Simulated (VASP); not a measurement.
## MgZn4O: single point with PBE

The system is MgZn4O.

```
Mg Zn O
1.0
    -2.51282    2.51282    4.08539
     2.51282   -2.51282    4.08539
     2.51282    2.51282   -4.08539
Mg Zn O
1 4 1
Direct
  0.50000 0.50000 0.00000
  0.62438 0.62438 0.63170
  0.00732 0.37562 0.00000
  0.99268 0.99268 0.36830
  0.37562 0.00732 0.00000
  0.00000 0.00000 0.00000
```

| Property | Result |
| --- | --- |
| Program | VASP 6.6.1 |
| Task | single point |
| Functional | PBE |
| Potentials or basis | VASP PAW PBE potentials, release 64 (Mg, Zn, O) |
| Cutoff | 520 eV |
| k mesh | 5 × 5 × 5 |
| Occupations | gaussian, width 0.2 eV |
| Spin | no spin polarisation |

| Quantity | Value |
| --- | --- |
| Pressure | 0.2 GPa |
| Largest force | 0.052 eV/Å |
| Band gap on the k mesh | zero (band 28 reaches 1.99 eV, above the bottom of band 29 at 1.73 eV) |

Forces in eV/Å, atoms in the order of the input:
```
Mg   0.000  0.000  0.000
Zn  -0.027 -0.027 -0.035
Zn   0.027 -0.027  0.035
Zn   0.027  0.027 -0.035
Zn  -0.027  0.027  0.035
O    0.000  0.000  0.000
```

Stress tensor (GPa, compression positive):
```
0.17 0.00 0.00
0.00 0.17 0.00
0.00 0.00 0.33
```

Levels at points of the mesh, in eV from the Fermi level:
```csv
k point,band 24,band 25,band 26,band 27,band 28,band 29,band 30,band 31,band 32,band 33
"(0.00, 0.00, 0.00)",-3.85,-3.85,-0.61,-0.41,-0.41,0.62,2.21,2.35,2.35,3.75
```

It took 91 s on 1 thread of AMD EPYC 7R43 64-Core Processor (Zen 3) (shared host), peak memory 0.23 GiB.
